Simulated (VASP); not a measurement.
# Pd (Fd-3m) in VASP: further runs

The runs below take Pd through relaxation of cell and atoms, single point, with LDA.

Everything below comes from runs of VASP 6.6.1. Logs are shortened: lines on timing, memory, paths and dates and some standing lists are left out, and cuts for length are marked.

### 1 The cell of the first run

Symmetry: Fd-3m, No. 227, cubic system. Conventional cell: a = 5.350 Å, b = 5.350 Å, c = 5.350 Å, α = 90.00°, β = 90.00°, γ = 90.00°. Pd (site symmetry -43m) has 4 Pd at 2.32 Å within 3.1 Å.

### 2 Relaxation of cell and atoms, LDA, target pressure 20 GPa, at which the enthalpy is minimised

Input file INCAR:

```
PREC = Accurate
ENCUT = 600
EDIFF = 1E-7
ISMEAR = 1
SIGMA = 0.1
LREAL = F
LASPH = T
NELM = 60
ALGO = Normal
ISIF = 3
LWAVE = F
LCHARG = F
IBRION = 2
NSW = 80
EDIFFG = -0.01
PSTRESS = 200.0
```

Input file KPOINTS:

```
Automatic mesh
0
Gamma
  13 13 13
```

Input file POSCAR:

```
Pd
1.0
    0.0000000000      2.6750000000      2.6750000000
    2.6750000000      0.0000000000      2.6750000000
    2.6750000000      2.6750000000      0.0000000000
Pd
2
Direct
    0.0000000000      0.0000000000      0.0000000000
    0.2500000000      0.2500000000      0.2500000000
```

Potentials or basis: VASP PAW LDA potentials, release 64 (Pd).

Launch:

```bash
$ cat potpaw_LDA.64/Pd/POTCAR > POTCAR
$ mpirun -np 1 vasp_std > vasp.out
```

OUTCAR:

```text
PREC = Accurate
   ENCUT = 600
   EDIFF = 1E-7
   ISMEAR = 1
   LREAL = F
   LASPH = T
   NELM = 60
   ISIF = 3
   IBRION = 2
   NSW = 80
   EDIFFG = -0.01
   PSTRESS = 200.0

 ion  position               nearest neighbor table
   1  0.000  0.000  0.000-   2 2.32   2 2.32   2 2.32   2 2.32
   2  0.250  0.250  0.250-   1 2.32   1 2.32   1 2.32   1 2.32

  LATTYP: Found a face centered cubic cell.
 ALAT       =     5.3500000000

  Lattice vectors:

 A1 = (   0.0000000000,   2.6750000000,   2.6750000000)
 A2 = (   2.6750000000,   0.0000000000,   2.6750000000)
 A3 = (   2.6750000000,   2.6750000000,   0.0000000000)

Analysis of symmetry for initial positions (statically):
=====================================================================
 Subroutine PRICEL returns:
 Original cell was already a primitive cell.

 Routine SETGRP: Setting up the symmetry group for a
 face centered cubic supercell.

 Subroutine GETGRP returns: Found 48 space group operations
 (whereof 24 operations were pure point group operations)
 out of a pool of 48 trial point group operations.

The static configuration has the point symmetry T_d .
 The point group associated with its full space group is O_h .

Analysis of symmetry for dynamics (positions and initial velocities):
=====================================================================
 Subroutine PRICEL returns:
 Original cell was already a primitive cell.

 Routine SETGRP: Setting up the symmetry group for a
 face centered cubic supercell.

 Subroutine GETGRP returns: Found 48 space group operations
 (whereof 24 operations were pure point group operations)
 out of a pool of 48 trial point group operations.

The dynamic configuration has the point symmetry T_d .
 The point group associated with its full space group is O_h .

 Subroutine INISYM returns: Found 48 space group operations
 (whereof 24 operations are pure point group operations),
 and found     1 'primitive' translations

----------------------------------------------------------------------------------------

                                     Primitive cell

  volume of cell :      38.2826

  direct lattice vectors                    reciprocal lattice vectors
     0.000000000  2.675000000  2.675000000    -0.186915888  0.186915888  0.186915888
     2.675000000  0.000000000  2.675000000     0.186915888 -0.186915888  0.186915888
     2.675000000  2.675000000  0.000000000     0.186915888  0.186915888 -0.186915888

  length of vectors
     3.783021279  3.783021279  3.783021279     0.323747814  0.323747814  0.323747814

  position of ions in fractional coordinates (direct lattice)
     0.000000000  0.000000000  0.000000000
     0.250000000  0.250000000  0.250000000

  ion indices of the primitive-cell ions
   primitive index   ion index
                 1           1
                 2           2

----------------------------------------------------------------------------------------

 KPOINTS: Automatic mesh

Automatic generation of k-mesh.
 Grid dimensions read from file:
 generate k-points for:   13   13   13

 Generating k-lattice:

  Cartesian coordinates                     Fractional coordinates (reciprocal lattice)
    -0.014378145  0.014378145  0.014378145     0.076923077  0.000000000  0.000000000
     0.014378145 -0.014378145  0.014378145     0.000000000  0.076923077  0.000000000
     0.014378145  0.014378145 -0.014378145     0.000000000  0.000000000  0.076923077

  Length of vectors
     0.024903678  0.024903678  0.024903678

  Shift w.r.t. Gamma in fractional coordinates (k-lattice)
     0.000000000  0.000000000  0.000000000

 Subroutine IBZKPT returns following result:
 ===========================================

 Found     84 irreducible k-points:

 Following reciprocal coordinates:
            Coordinates               Weight
  0.000000  0.000000  0.000000      1.000000
  0.076923  0.000000  0.000000      8.000000
  0.153846  0.000000  0.000000      8.000000
  0.230769  0.000000  0.000000      8.000000
  0.307692  0.000000  0.000000      8.000000
  0.384615  0.000000  0.000000      8.000000
[... 16 lines left out ...]
  0.384615  0.153846  0.000000     24.000000
  0.461538  0.153846  0.000000     24.000000
 [... further k-points ...]
   k-points           NKPTS =     84   k-points in BZ     NKDIM =     84   number of bands    NBANDS=     14
   number of dos      NEDOS =    301   number of ions     NIONS =      2
   total plane-waves  NPLWV =  27000
   dimension x,y,z NGX =    30 NGY =   30 NGZ =   30
   dimension x,y,z NGXF=    60 NGYF=   60 NGZF=   60
   ions per type =               2
   NGX,Y,Z   is equivalent  to a cutoff of  13.18, 13.18, 13.18 a.u.
   NGXF,Y,Z  is equivalent  to a cutoff of  26.37, 26.37, 26.37 a.u.
 SYSTEM =  unknown system
   PREC   = accura    normal or accurate (medium, high low for compatibility)
   ISTART =      0    job   : 0-new  1-cont  2-samecut
   ICHARG =      2    charge: 1-file 2-atom 10-const
   ISPIN  =      1    spin polarized calculation?
   LNONCOLLINEAR =      F non collinear calculations
   LSORBIT =      F    spin-orbit coupling
   LASPH  =      T    aspherical Exc in radial PAW
   ENCUT  =  600.0 eV  44.10 Ry    6.64 a.u.   7.56  7.56  7.56*2*pi/ulx,y,z
   NELM   =     60;   NELMIN=  2; NELMDL= -5     # of ELM steps
   EDIFF  = 0.1E-06   stopping-criterion for ELM
   LREAL  =      F    real-space projection
   EDIFFG = -.1E-01   stopping-criterion for IOM
   NSW    =     80    number of steps for IOM
   IBRION =      2    ionic relax: 0-MD 1-quasi-New 2-CG
   NFREE  =      1    steps in history (QN), initial steepest desc. (CG)
   ISIF   =      3    stress and relaxation
   ISYM   =      2    0-nonsym 1-usesym 2-fastsym
   POTIM  = 0.5000    time-step for ionic-motion
   TEBEG  =    0.0;   TEEND  =   0.0 temperature during run
   PSTRESS=  200.0 pullay stress
   NELECT =      20.0000    total number of electrons
   NUPDOWN=      -1.0000    fix difference up-down
   EMIN   =  10.00;   EMAX   =-10.00  energy-range for DOS
   EFERMI =   0.00;   METHOD = LEGACY
   ISMEAR =     1;   SIGMA  =   0.10  broadening in eV -4-tet -1-fermi 0-gaus
   EFERMI_NEDOS =   21; number of points for ismear=-14 and -15
   IALGO  =     38    algorithm
   IMIX   =      4    mixing-type and parameters
     AMIX     =   0.40;   BMIX     =  1.00
     AMIX_MAG =   1.60;   BMIX_MAG =  1.00
  volume/ion in A,a.u.               =      19.14       129.17
  Fermi-wavevector in a.u.,A,eV,Ry     =   1.318513  2.491628 23.653405  1.738476
  Thomas-Fermi vector in A             =   2.448477
   LORBIT       =      0    0 simple, 1 ext, 2 COOP (PROOUT), +10 PAW based schemes
   GGA     = CA    functional components
   LHFCALC =     F    Hartree Fock is set to
   AEXX    =    0.0000 exact exchange contribution
   IVDW    =     0    specifies the selected vdW correction
   LEPSILON=     F    determine dielectric tensor
   LRPA    =     F    only Hartree local field effects (RPA)
 conjugate gradient relaxation of ions
 non-spin polarized calculation
 Methfessel and Paxton  Order N= 1 SIGMA  =   0.10
  energy-cutoff  :      600.00
  volume of cell :       38.28
 maximum number of plane-waves:      1303
   NGX = 15   NGY = 15   NGZ = 15

--------------------------------------- Ionic step        1  -------------------------------------------

 number of electron      19.9999996 magnetization

 Free energy of the ion-electron system (eV)
  ---------------------------------------------------
  ext. energy  EPLUGINS =         0.00000000
  ---------------------------------------------------
  free energy    TOTEN  =        -9.86524929 eV

  energy without entropy =       -9.86208050  energy(sigma->0) =       -9.86419303

------------------------ aborting loop because EDIFF is reached ----------------------------------------

  FORCE on cell =-STRESS in cart. coord.  units (eV):
  Direction    XX          YY          ZZ          XY          YZ          ZX
  --------------------------------------------------------------------------------------
  -------------------------------------------------------------------------------------
  Total        4.6692239      4.6692239      4.6692239     -0.0000000     -0.0000000      0.0000000
  in kB      195.4132156    195.4132156    195.4132156     -0.0000000     -0.0000000      0.0000000
  external PRESSURE =      -4.5867844 kB  Pullay stress =     200.0000000 kB
[... 61 lines left out ...]
  enthalpy is  TOTEN    =        -5.0858819485 eV   P V=        4.7410208847

--------------------------------------- Ionic step        3  -------------------------------------------

 number of electron      19.9999996 magnetization

 Free energy of the ion-electron system (eV)
  ---------------------------------------------------
  ext. energy  EPLUGINS =         0.00000000
  ---------------------------------------------------
  free energy    TOTEN  =        -9.85372590 eV

  energy without entropy =       -9.85056548  energy(sigma->0) =       -9.85267243

 E-fermi :   6.6056     XC(G=0): -11.6540

 val. band max:        6.6003664620   @ k =  -0.3846   0.4615   0.1538
 cond. band min:       6.6142846463   @ k =  -0.3077   0.3846   0.0769
 fundamental gap:      0.0139181843
 Fermi energy:         6.6056188916

 k-point     1 :       0.0000    0.0000    0.0000
  band No.  band energies     occupation
      1       0.6098      2.00000
      2       1.8175      2.00000
      3       1.8175      2.00000
      4       2.1469      2.00000
      5       2.1469      2.00000
      6       2.1469      2.00000
      7       4.6872      2.00000
      8       4.6872      2.00000
      9       4.6872      2.00000
     10       6.4564      2.05603
     11       6.4564      2.05603
     12      19.8449      0.00000
     13      19.9312      0.00000
     14      19.9312      0.00000
[... 375 lines left out ...]
 k-point    24 :       0.4615    0.1538    0.0000
  band No.  band energies     occupation
      1       1.3528      2.00000
      2       1.8546      2.00000
      3       1.9361      2.00000
      4       2.4442      2.00000
      5       2.7633      2.00000
      6       2.8692      2.00000
      7       4.2456      2.00000
      8       5.1148      2.00000
      9       5.8146      2.00000
     10       6.0858      2.00000
     11       6.5858      1.32843
     12       9.3212      0.00000
     13      14.6706      0.00000
     14      14.8452      0.00000

 [... further k-points ...]
[... 5 lines left out ...]
  --------------------------------------------------------------------------------------
  -------------------------------------------------------------------------------------
  Total        4.7664472      4.7664472      4.7664472     -0.0000000      0.0000000     -0.0000000
  in kB      199.9699617    199.9699617    199.9699617     -0.0000000      0.0000000     -0.0000000
  external PRESSURE =      -0.0300383 kB  Pullay stress =     200.0000000 kB
[... 17 lines left out ...]
  FREE ENERGIE OF THE ION-ELECTRON SYSTEM (eV)
  ---------------------------------------------------
  free  energy   TOTEN  =        -9.8537259003 eV

  energy  without entropy=       -9.8505654832  energy(sigma->0) =       -9.85267243

  enthalpy is  TOTEN    =        -5.0865626847 eV   P V=        4.7671632157

 reached required accuracy - stopping structural energy minimisation
```

It took 2 min on 1 thread of Intel Xeon Platinum 8488C (Sapphire Rapids), shared host; peak memory 0.19 GiB.

Results:

```yaml
Free_energy: -9.8537 eV
Relaxed_volume: 19.09 Å³/atom
Relaxed_cell: a = 3.780 Å, b = 3.780 Å, c = 3.780 Å, α = 60.00°, β = 60.00°, γ = 60.00°
Space_group_after_relaxing_to_0.05_Å: Fd-3m (No. 227)
Energy_change_on_relaxing_the_enthalpy_is_what_falls: +5.8 meV/atom
Ionic_steps: 3
Pressure_after_relaxing: 20.0 GPa
Band_gap_on_the_k_mesh: zero (band 10 reaches 6.75 eV, above the bottom of band 11 at 6.18 eV)
```

Step by step:
```tsv
step	energy change (eV)	largest force (eV/Å)	pressure (GPa)	volume (Å³)
1	0.0000	0.0000	19.54	38.28
2	0.0383	0.0000	21.05	37.98
3	0.0115	0.0000	20.00	38.19
```

Final structure:
```xyz
2
Lattice="0.0000 2.6728 2.6728 2.6728 0.0000 2.6728 2.6728 2.6728 0.0000" Properties=species:S:1:pos:R:3 pbc="T T T"
Pd    0.0000    0.0000    0.0000
Pd    1.3364    1.3364    1.3364
```

Levels at points of the mesh, in eV from the Fermi level:
```
           k point  band 6  band 7  band 8  band 9  band 10  band 11  band 12  band 13  band 14
(0.00, 0.00, 0.00)   -4.46   -1.92   -1.92   -1.92    -0.15    -0.15    13.24    13.33    13.33
```

Caveat: the cell is relaxed towards a set pressure, so the enthalpy falls and the energy may rise.

### 3 Relaxation of cell and atoms, LDA, target pressure 30 GPa, at which the enthalpy is minimised

Input file INCAR:

```
SYSTEM = Pd
ALGO = Normal
EDIFF = 1E-7
EDIFFG = -0.01
ENCUT = 600
GGA = CA
IBRION = 2
ISIF = 3
ISMEAR = 1
LASPH = .TRUE.
LCHARG = .FALSE.
LREAL = .FALSE.
LWAVE = .FALSE.
NELM = 80
NSW = 80
PREC = Accurate
PSTRESS = 300.0
SIGMA = 0.1
```

Input file KPOINTS:

```
k-points
0
G
  13 13 13
  0 0 0
```

POSCAR is that of step 2.

Potentials or basis: VASP PAW LDA potentials, release 64 (Pd).

Launch:

```bash
$ cat potpaw_LDA.64/Pd/POTCAR > POTCAR
$ mpirun -np 1 vasp_std > vasp.out
```

Wall time 4.2 min (1 thread of Intel Xeon Platinum 8488C (Sapphire Rapids), shared host); peak memory 0.19 GiB.

It converged, with:

```yaml
Free_energy: -9.5777 eV
Relaxed_volume: 18.20 Å³/atom
Relaxed_cell: a = 3.720 Å, b = 3.720 Å, c = 3.720 Å, α = 60.00°, β = 60.00°, γ = 60.00°
Space_group_after_relaxing_to_0.05_Å: Fd-3m (No. 227)
Energy_change_on_relaxing_the_enthalpy_is_what_falls: +143.8 meV/atom
Ionic_steps: 7
Pressure_after_relaxing: 30.0 GPa
Band_gap_on_the_k_mesh: zero (band 10 reaches 7.45 eV, above the bottom of band 11 at 6.84 eV)
```

The path:
| step | energy change (eV) | largest force (eV/Å) | pressure (GPa) | volume (Å³) |
| --- | --- | --- | --- | --- |
| 1 | 0.0000 | 0.0000 | 19.54 | 38.28 |
| 2 | 1.6925 | 0.0000 | 71.53 | 31.77 |
| 3 | 0.2681 | 0.0000 | 29.34 | 36.51 |
| 4 | 0.2845 | 0.0000 | 29.89 | 36.42 |
| 5 | 0.2913 | 0.0000 | 30.13 | 36.38 |
| 6 | 0.2793 | 0.0000 | 29.72 | 36.45 |
| 7 | 0.2875 | 0.0000 | 30.00 | 36.41 |

Final structure:
```xyz
2
Lattice="0.0000 2.6305 2.6305 2.6305 0.0000 2.6305 2.6305 2.6305 0.0000" Properties=species:S:1:pos:R:3 pbc="T T T"
Pd    0.0000    0.0000    0.0000
Pd    1.3153    1.3153    1.3153
```

Levels at points of the mesh, in eV from the Fermi level:
```
           k point  band 7  band 8  band 9  band 10  band 11  band 12  band 13  band 14
(0.00, 0.00, 0.00)   -2.06   -2.06   -2.06    -0.15    -0.15    13.40    13.59    13.59
```

Caveat: the cell is relaxed towards a set pressure, so the enthalpy falls and the energy may rise.

### 4 Single point, LDA

This run uses another cell than the first one, of 18.32 Å³/atom, 0.957 times its volume.

Input file INCAR:

```
SYSTEM = Pd
ALGO = Normal ; EDIFF = 1E-6
ENCUT = 520 ; ISIF = 2
ISMEAR = 1 ; LASPH = .True.
LCHARG = .True. ; LELF = .True.
LREAL = .False. ; LVHAR = .True.
LWAVE = .False. ; NBANDS = 17
NELM = 100 ; PREC = Accurate
SIGMA = 0.1
```

Input file KPOINTS:

```
k-points
0
Gamma
  13 13 13
  0 0 0
```

Input file POSCAR:

```
Pd
1.0
    0.0000000000      2.6362137213      2.6362137213
    2.6362137213      0.0000000000      2.6362137213
    2.6362137213      2.6362137213      0.0000000000
Pd
2
Direct
    0.0000000000      0.0000000000      0.0000000000
    0.2500000000      0.2500000000      0.2500000000
```

Launch:

```bash
$ cat potpaw_LDA.64/Pd/POTCAR > POTCAR
$ mpirun -np 1 vasp_std > vasp.out
```

It took 18 s on 1 thread of Intel Xeon 6975P-C (Granite Rapids), shared host; peak memory 0.16 GiB.

The run converged. Its results:

| Property | Result |
| --- | --- |
| Free energy | -9.6201 eV |
| Pressure | 28.5 GPa |
| Band gap on the k mesh | zero (band 10 reaches 7.35 eV, above the bottom of band 11 at 6.74 eV) |

Levels at points of the mesh, in eV from the Fermi level:
```
           k point  band 6  band 7  band 8  band 9  band 10  band 11  band 12  band 13  band 14  band 15
(0.00, 0.00, 0.00)   -4.71   -2.04   -2.04   -2.04    -0.15    -0.15    13.38    13.56    13.56    13.56
```

### 5 The runs side by side

| task | cell | cutoff (eV) | gap on the mesh (eV) | pressure (GPa) |
| --- | --- | --- | --- | --- |
| relaxation of cell and atoms | relaxed to 20 GPa from a = 3.783 Å, angles 60.0°, 2 atoms | 600 | none | 20.0 |
| relaxation of cell and atoms | relaxed to 30 GPa from a = 3.783 Å, angles 60.0°, 2 atoms | 600 | none | 30.0 |
| single point | a = 3.728 Å, angles 60.0°, 2 atoms | 520 | none | 28.5 |

Alike in all rows: level LDA; potentials or basis VASP PAW LDA potentials, release 64 (Pd); no spin polarisation; k mesh 13 × 13 × 13; smearing methfessel-paxton 0.1 eV.

Caveats: the cell is relaxed towards a set pressure, so the enthalpy falls and the energy may rise (some runs).

Total energies depend on the potentials used, so only differences within one code and one set of settings carry meaning.
